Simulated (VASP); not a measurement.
# Zn (Im-3m) in VASP: notebook, part 2 of 2

VASP 6.6.1.

**3. Single point, LDA**

This run uses another cell than the first one, of 10.18 Å³/atom, 0.940 times its volume.

Input file INCAR:

```
SYSTEM = Zn
ALGO = Normal
EDIFF = 1E-6
ENCUT = 520
ISIF = 2
ISMEAR = -1
LASPH = .TRUE.
LCHARG = .FALSE.
LREAL = .FALSE.
LWAVE = .FALSE.
NBANDS = 12
NELM = 80
PREC = Accurate
SIGMA = 0.05
```

Input file KPOINTS:

```
k-points
0
G
  8 8 8
  0 0 0
```

Input file POSCAR:

```
Zn
1.0
   -1.3652472675      1.3652472675      1.3652472675
    1.3652472675     -1.3652472675      1.3652472675
    1.3652472675      1.3652472675     -1.3652472675
Zn
1
Direct
    0.0000000000      0.0000000000      0.0000000000
```

Potentials or basis: VASP PAW LDA potentials, release 64 (Zn).

Started as:

```console
cat potpaw_LDA.64/Zn/POTCAR > POTCAR
mpirun -np 1 vasp_std > vasp.out
```

OUTCAR:

```text
SYSTEM = Zn
   EDIFF = 1E-6
   ENCUT = 520
   ISIF = 2
   ISMEAR = -1
   LASPH = .TRUE.
   LREAL = .FALSE.
   NELM = 80
   PREC = Accurate

 ion  position               nearest neighbor table
   1  0.000  0.000  0.000-

  LATTYP: Found a body centered cubic cell.
 ALAT       =     2.7304945350

  Lattice vectors:

 A1 = (  -1.3652472675,   1.3652472675,   1.3652472675)
 A2 = (   1.3652472675,  -1.3652472675,   1.3652472675)
 A3 = (   1.3652472675,   1.3652472675,  -1.3652472675)

Analysis of symmetry for initial positions (statically):
=====================================================================
 Subroutine PRICEL returns:
 Original cell was already a primitive cell.

 Routine SETGRP: Setting up the symmetry group for a
 body centered cubic supercell.

 Subroutine GETGRP returns: Found 48 space group operations
 (whereof 48 operations were pure point group operations)
 out of a pool of 48 trial point group operations.

The static configuration has the point symmetry O_h .

Analysis of symmetry for dynamics (positions and initial velocities):
=====================================================================
 Subroutine PRICEL returns:
 Original cell was already a primitive cell.

 Routine SETGRP: Setting up the symmetry group for a
 body centered cubic supercell.

 Subroutine GETGRP returns: Found 48 space group operations
 (whereof 48 operations were pure point group operations)
 out of a pool of 48 trial point group operations.

The dynamic configuration has the point symmetry O_h .

 Subroutine INISYM returns: Found 48 space group operations
 (whereof 48 operations are pure point group operations),
 and found     1 'primitive' translations

----------------------------------------------------------------------------------------

                                     Primitive cell

  volume of cell :      10.1787

  direct lattice vectors                    reciprocal lattice vectors
    -1.365247268  1.365247268  1.365247268     0.000000000  0.366234024  0.366234024
     1.365247268 -1.365247268  1.365247268     0.366234024  0.000000000  0.366234024
     1.365247268  1.365247268 -1.365247268     0.366234024  0.366234024  0.000000000

  length of vectors
     2.364677632  2.364677632  2.364677632     0.517933123  0.517933123  0.517933123

  position of ions in fractional coordinates (direct lattice)
     0.000000000  0.000000000  0.000000000

  ion indices of the primitive-cell ions
   primitive index   ion index
                 1           1

----------------------------------------------------------------------------------------

 KPOINTS: k-points

Automatic generation of k-mesh.
 Grid dimensions read from file:
 generate k-points for:    8    8    8

 Generating k-lattice:

  Cartesian coordinates                     Fractional coordinates (reciprocal lattice)
     0.000000000  0.045779253  0.045779253     0.125000000  0.000000000  0.000000000
     0.045779253  0.000000000  0.045779253     0.000000000  0.125000000  0.000000000
     0.045779253  0.045779253  0.000000000     0.000000000  0.000000000  0.125000000

  Length of vectors
     0.064741640  0.064741640  0.064741640

  Shift w.r.t. Gamma in fractional coordinates (k-lattice)
     0.000000000  0.000000000  0.000000000

 Subroutine IBZKPT returns following result:
 ===========================================

 Found     29 irreducible k-points:

 Following reciprocal coordinates:
            Coordinates               Weight
  0.000000  0.000000  0.000000      1.000000
  0.125000  0.000000  0.000000     12.000000
  0.250000  0.000000  0.000000     12.000000
  0.375000  0.000000  0.000000     12.000000
  0.500000  0.000000  0.000000      6.000000
  0.125000  0.125000  0.000000     24.000000
[... 16 lines left out ...]
 -0.250000  0.250000  0.250000      6.000000
 -0.375000  0.375000  0.250000     24.000000
 [... further k-points ...]
   k-points           NKPTS =     29   k-points in BZ     NKDIM =     29   number of bands    NBANDS=     12
   number of dos      NEDOS =    301   number of ions     NIONS =      1
   total plane-waves  NPLWV =   5832
   dimension x,y,z NGX =    18 NGY =   18 NGZ =   18
   dimension x,y,z NGXF=    36 NGYF=   36 NGZF=   36
   ions per type =               1
   NGX,Y,Z   is equivalent  to a cutoff of  12.65, 12.65, 12.65 a.u.
   NGXF,Y,Z  is equivalent  to a cutoff of  25.31, 25.31, 25.31 a.u.
 SYSTEM =  Zn
   PREC   = accura    normal or accurate (medium, high low for compatibility)
   ISTART =      0    job   : 0-new  1-cont  2-samecut
   ICHARG =      2    charge: 1-file 2-atom 10-const
   ISPIN  =      1    spin polarized calculation?
   LNONCOLLINEAR =      F non collinear calculations
   LSORBIT =      F    spin-orbit coupling
   LASPH  =      T    aspherical Exc in radial PAW
   ENCUT  =  520.0 eV  38.22 Ry    6.18 a.u.   4.40  4.40  4.40*2*pi/ulx,y,z
   NELM   =     80;   NELMIN=  2; NELMDL= -5     # of ELM steps
   EDIFF  = 0.1E-05   stopping-criterion for ELM
   LREAL  =      F    real-space projection
   EDIFFG = 0.1E-04   stopping-criterion for IOM
   NSW    =      0    number of steps for IOM
   IBRION =     -1    ionic relax: 0-MD 1-quasi-New 2-CG
   NFREE  =      0    steps in history (QN), initial steepest desc. (CG)
   ISIF   =      2    stress and relaxation
   ISYM   =      2    0-nonsym 1-usesym 2-fastsym
   POTIM  = 0.5000    time-step for ionic-motion
   TEBEG  =    0.0;   TEEND  =   0.0 temperature during run
   PSTRESS=    0.0 pullay stress
   NELECT =      12.0000    total number of electrons
   NUPDOWN=      -1.0000    fix difference up-down
   EMIN   =  10.00;   EMAX   =-10.00  energy-range for DOS
   EFERMI =   0.00;   METHOD = LEGACY
   ISMEAR =    -1;   SIGMA  =   0.05  broadening in eV -4-tet -1-fermi 0-gaus
   EFERMI_NEDOS =   21; number of points for ismear=-14 and -15
   IALGO  =     38    algorithm
   IMIX   =      4    mixing-type and parameters
     AMIX     =   0.40;   BMIX     =  1.00
     AMIX_MAG =   1.60;   BMIX_MAG =  1.00
  volume/ion in A,a.u.               =      10.18        68.69
  Fermi-wavevector in a.u.,A,eV,Ry     =   1.729434  3.268156 40.694225  2.990941
  Thomas-Fermi vector in A             =   2.804180
   LORBIT       =      0    0 simple, 1 ext, 2 COOP (PROOUT), +10 PAW based schemes
   GGA     = CA    functional components
   LHFCALC =     F    Hartree Fock is set to
   AEXX    =    0.0000 exact exchange contribution
   IVDW    =     0    specifies the selected vdW correction
   LEPSILON=     F    determine dielectric tensor
   LRPA    =     F    only Hartree local field effects (RPA)
 non-spin polarized calculation
  energy-cutoff  :      520.00
  volume of cell :       10.18
 maximum number of plane-waves:       285
 NGX is ok and might be reduce to    18
   NGX =  9   NGY =  9   NGZ =  9

 number of electron      11.9999977 magnetization

 Free energy of the ion-electron system (eV)
  ---------------------------------------------------
  ext. energy  EPLUGINS =         0.00000000
  ---------------------------------------------------
  free energy    TOTEN  =        -1.28264715 eV

  energy without entropy =       -1.28093466  energy(sigma->0) =       -1.28179091

 E-fermi :   7.2300     XC(G=0): -14.2126

 val. band max:        6.8911833195   @ k =   0.5000   0.5000   0.1250
 cond. band min:       7.2479396753   @ k =   0.3750   0.1250   0.1250
 fundamental gap:      0.3567563559
 Fermi energy:         7.2300285316

 k-point     1 :       0.0000    0.0000    0.0000
  band No.  band energies     occupation
      1      -7.6813      2.00000
      2      -2.8345      2.00000
      3      -2.8345      2.00000
      4      -2.8345      2.00000
      5      -1.8065      2.00000
      6      -1.8065      2.00000
      7      31.2814      0.00000
      8      31.2814      0.00000
      9      31.2814      0.00000
     10      33.6249      0.00000
     11      33.6249      0.00000
     12      33.6249      0.00000

 k-point     2 :       0.1250    0.0000    0.0000
  band No.  band energies     occupation
      1      -7.0297      2.00000
      2      -2.9340      2.00000
      3      -2.8274      2.00000
      4      -2.6061      2.00000
      5      -1.8909      2.00000
      6      -1.7986      2.00000
      7      25.0170      0.00000
      8      28.7361      0.00000
      9      29.4912      0.00000
     10      29.5341      0.00000
     11      31.4116      0.00000
     12      33.0646      0.00000
[... 316 lines left out ...]
 k-point    24 :      -0.3750    0.3750    0.2500
  band No.  band energies     occupation
      1      -3.6143      2.00000
      2      -3.3144      2.00000
      3      -2.4656      2.00000
      4      -2.1529      2.00000
      5      -1.4972      2.00000
      6       2.3374      2.00000
      7      12.6378      0.00000
      8      16.0055      0.00000
      9      19.7100      0.00000
     10      23.2898      0.00000
     11      33.1710      0.00000
     12      36.9278      0.00000

 [... further k-points ...]
[... 5 lines left out ...]
  --------------------------------------------------------------------------------------
  -------------------------------------------------------------------------------------
  Total        3.9522175      3.9522175      3.9522175      0.0000000      0.0000000     -0.0000000
  in kB      622.0961094    622.0961094    622.0961094      0.0000000      0.0000000     -0.0000000
  external PRESSURE =     622.0961094 kB  Pullay stress =       0.0000000 kB

 VOLUME and BASIS-vectors are now :
 -----------------------------------------------------------------------------
  energy-cutoff  :      520.00
  volume of cell :       10.18
      direct lattice vectors                 reciprocal lattice vectors
    -1.365247268  1.365247268  1.365247268     0.000000000  0.366234024  0.366234024
     1.365247268 -1.365247268  1.365247268     0.366234024  0.000000000  0.366234024
     1.365247268  1.365247268 -1.365247268     0.366234024  0.366234024  0.000000000

 POSITION                                       TOTAL-FORCE (eV/Angst)
 -----------------------------------------------------------------------------------
      0.00000      0.00000      0.00000         0.000000      0.000000     -0.000000
 -----------------------------------------------------------------------------------
    total drift:                                0.000000      0.000000      0.000000

  FREE ENERGIE OF THE ION-ELECTRON SYSTEM (eV)
  ---------------------------------------------------
  free  energy   TOTEN  =        -1.2826471532 eV

  energy  without entropy=       -1.2809346592  energy(sigma->0) =       -1.28179091
```

OSZICAR:

```text
N       E                     dE             d eps       ncg     rms          rms(c)
DAV:   1     0.435097412303E+02    0.43510E+02   -0.65007E+03   728   0.179E+03
DAV:   2    -0.554855301665E+00   -0.44065E+02   -0.41511E+02   728   0.232E+02
DAV:   3    -0.155008675918E+01   -0.99523E+00   -0.99387E+00   788   0.342E+01
DAV:   4    -0.155146567511E+01   -0.13789E-02   -0.13789E-02   804   0.119E+00
DAV:   5    -0.155146620966E+01   -0.53456E-06   -0.53378E-06   764   0.235E-02    0.776E+00
DAV:   6    -0.131999067249E+01    0.23148E+00   -0.98958E-01   792   0.213E+01    0.478E+00
DAV:   7    -0.129248094363E+01    0.27510E-01   -0.14285E-02   740   0.239E+00    0.230E+00
DAV:   8    -0.128266968729E+01    0.98113E-02   -0.27506E-03   864   0.831E-01    0.340E-02
DAV:   9    -0.128264663336E+01    0.23054E-04   -0.84009E-05  1052   0.139E-01    0.211E-02
DAV:  10    -0.128264715323E+01   -0.51987E-06   -0.40915E-06   744   0.297E-02
   1 F= -.12826472E+01 E0= -.12817909E+01  d E =-.171249E-02
```

stdout:

```text
POSCAR found type information on POSCAR Zn
 POSCAR found :  1 types and       1 ions
 scaLAPACK will be used
 LDA part: xc-table for (Slater(with rela. corr.)+CA(PZ))
 , standard interpolation
 POSCAR, INCAR and KPOINTS ok, starting setup
 FFT: planning ... GRIDC
 FFT: planning ... GRID_SOFT
 FFT: planning ... GRID
 WAVECAR not read
 entering main loop
```

Wall time 1.6 s (1 thread of Intel Xeon 6975P-C (Granite Rapids), shared host); peak memory 0.11 GiB.

The run converged, but its numbers aren't listed here, since they failed a check.

Caveat: the k points lie up to 0.41 Å⁻¹ apart.

**4. Single point, LDA**

This run uses another cell than the first one, of 11.76 Å³/atom, 1.087 times its volume.

Input file INCAR:

```
SYSTEM = Zn
  PREC = Accurate
  ENCUT = 520
  EDIFF = 1E-6
  ISMEAR = -1
  SIGMA = 0.05
  LREAL = .False.
  LASPH = .True.
  NELM = 100
  ALGO = Normal
  ISIF = 2
  LWAVE = .False.
  LCHARG = .False.
  NBANDS = 12
```

Input file KPOINTS:

```
regular mesh
0
Gamma
  8 8 8
  0 0 0
```

Input file POSCAR:

```
Zn
1.0
   -1.4327433969      1.4327433969      1.4327433969
    1.4327433969     -1.4327433969      1.4327433969
    1.4327433969      1.4327433969     -1.4327433969
Zn
1
Direct
    0.0000000000      0.0000000000      0.0000000000
```

Potentials or basis: VASP PAW LDA potentials, release 64 (Zn).

Started as:

```console
cat potpaw_LDA.64/Zn/POTCAR > POTCAR
mpirun -np 1 vasp_std > vasp.out
```

OUTCAR:

```text
SYSTEM = Zn
   PREC = Accurate
   ENCUT = 520
   EDIFF = 1E-6
   ISMEAR = -1
   LREAL = .False.
   LASPH = .True.
   NELM = 100
   ISIF = 2

 ion  position               nearest neighbor table
   1  0.000  0.000  0.000-

  LATTYP: Found a body centered cubic cell.
 ALAT       =     2.8654867938

  Lattice vectors:

 A1 = (  -1.4327433969,   1.4327433969,   1.4327433969)
 A2 = (   1.4327433969,  -1.4327433969,   1.4327433969)
 A3 = (   1.4327433969,   1.4327433969,  -1.4327433969)

Analysis of symmetry for initial positions (statically):
=====================================================================
 Subroutine PRICEL returns:
 Original cell was already a primitive cell.

 Routine SETGRP: Setting up the symmetry group for a
 body centered cubic supercell.

 Subroutine GETGRP returns: Found 48 space group operations
 (whereof 48 operations were pure point group operations)
 out of a pool of 48 trial point group operations.

The static configuration has the point symmetry O_h .

Analysis of symmetry for dynamics (positions and initial velocities):
=====================================================================
[... 159 lines left out ...]
 fundamental gap:      0.3667785312
 Fermi energy:         5.3217636778

 k-point     1 :       0.0000    0.0000    0.0000
  band No.  band energies     occupation
      1      -7.6530      2.00000
      2      -3.6624      2.00000
      3      -3.6624      2.00000
      4      -3.6624      2.00000
      5      -2.8540      2.00000
      6      -2.8540      2.00000
      7      28.4279      0.00000
      8      28.4279      0.00000
      9      28.4279      0.00000
     10      28.9038      0.00000
     11      28.9038      0.00000
     12      28.9038      0.00000
[... 331 lines left out ...]
 k-point    24 :      -0.3750    0.3750    0.2500
  band No.  band energies     occupation
      1      -4.1918      2.00000
      2      -3.9761      2.00000
      3      -3.3595      2.00000
      4      -3.1147      2.00000
      5      -2.6157      2.00000
      6       1.1504      2.00000
      7      10.5216      0.00000
      8      13.6356      0.00000
      9      17.0704      0.00000
     10      20.2262      0.00000
     11      29.1353      0.00000
     12      32.8275      0.00000

 [... further k-points ...]
[... 5 lines left out ...]
  --------------------------------------------------------------------------------------
  -------------------------------------------------------------------------------------
  Total        1.5753980      1.5753980      1.5753980     -0.0000000      0.0000000     -0.0000000
  in kB      214.5535195    214.5535195    214.5535195     -0.0000000      0.0000000     -0.0000000
  external PRESSURE =     214.5535195 kB  Pullay stress =       0.0000000 kB

 VOLUME and BASIS-vectors are now :
 -----------------------------------------------------------------------------
  energy-cutoff  :      520.00
  volume of cell :       11.76
      direct lattice vectors                 reciprocal lattice vectors
    -1.432743397  1.432743397  1.432743397     0.000000000  0.348980844  0.348980844
     1.432743397 -1.432743397  1.432743397     0.348980844  0.000000000  0.348980844
     1.432743397  1.432743397 -1.432743397     0.348980844  0.348980844  0.000000000

 POSITION                                       TOTAL-FORCE (eV/Angst)
 -----------------------------------------------------------------------------------
      0.00000      0.00000      0.00000        -0.000000      0.000000     -0.000000
 -----------------------------------------------------------------------------------
    total drift:                                0.000000      0.000000      0.000000

  FREE ENERGIE OF THE ION-ELECTRON SYSTEM (eV)
  ---------------------------------------------------
  free  energy   TOTEN  =        -1.6714101272 eV

  energy  without entropy=       -1.6697632393  energy(sigma->0) =       -1.67058668
```

stdout:

```text
POSCAR found type information on POSCAR Zn
 POSCAR found :  1 types and       1 ions
 scaLAPACK will be used
 LDA part: xc-table for (Slater(with rela. corr.)+CA(PZ))
 , standard interpolation
 POSCAR, INCAR and KPOINTS ok, starting setup
 FFT: planning ... GRIDC
 FFT: planning ... GRID_SOFT
 FFT: planning ... GRID
 WAVECAR not read
 entering main loop
```

Wall time 1.7 s (1 thread of Intel Xeon 6975P-C (Granite Rapids), shared host); peak memory 0.11 GiB.

What came out:

```yaml
Free_energy: -1.6714 eV
Pressure: 21.5 GPa
Band_gap_on_the_k_mesh: zero (band 6 reaches 9.76 eV, above the bottom of band 7 at 4.68 eV)
```

Levels at points of the mesh, in eV from the Fermi level:
```tsv
k point	band 3	band 4	band 5	band 6	band 7	band 8	band 9	band 10
(0.00, 0.00, 0.00)	-8.98	-8.98	-8.18	-8.18	23.11	23.11	23.11	23.58
(0.50, 0.00, 0.00)	-8.22	-8.11	-7.63	-4.06	-0.64	13.43	14.40	17.65
(0.50, 0.50, 0.50)	-7.76	-7.76	-7.76	4.44	4.44	4.44	9.64	9.64
```

Caveat: the k points lie up to 0.39 Å⁻¹ apart.
